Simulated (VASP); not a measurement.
A run of VASP 6.6.1:

INCAR

```
PREC = Accurate
ENCUT = 520
EDIFF = 1E-7
ISMEAR = -1
SIGMA = 0.05
LREAL = F
LASPH = T
NELM = 150
ALGO = Normal
ISIF = 2
LWAVE = F
LCHARG = F
ISPIN = 2
MAGMOM = 0.72 0.48 0 0
LORBIT = 11
NUPDOWN = 1.2
LMAXMIX = 4
GGA = PE
NBANDS = 28
```

The input KPOINTS:

```
regular mesh
0
Gamma
  9 9 9
```

POSCAR

```
VCrC2
1.0
    1.4606320425      0.8432963029      4.7393853233
   -1.4606320425      0.8432963029      4.7393853233
    0.0000000000     -1.6865926058      4.7393853233
Cr V C
1 1 2
Direct
    0.5000000000      0.5000000000      0.5000000000
    0.0000000000      0.0000000000      0.0000000000
    0.2487590000      0.2487590000      0.2487590000
    0.7512410000      0.7512410000      0.7512410000
```

Potentials or basis: VASP PAW PBE potentials, release 64 (Cr_pv, V_sv, C).

Command:

```sh
$ cat potpaw_PBE.64/Cr_pv/POTCAR potpaw_PBE.64/V_sv/POTCAR potpaw_PBE.64/C/POTCAR > POTCAR
$ mpirun -np 1 vasp_std > vasp.out
```

Hardware: 1 thread of Intel(R) Xeon(R) 6975P-C (Granite Rapids), on a shared host.

Q: Estimate the wall time of this run.

A: Wall time 4.1 min on 1 thread of Intel(R) Xeon(R) 6975P-C (Granite Rapids), with other jobs on the host, peak memory 0.38 GiB. Counts: scf iterations 19, k points 85.
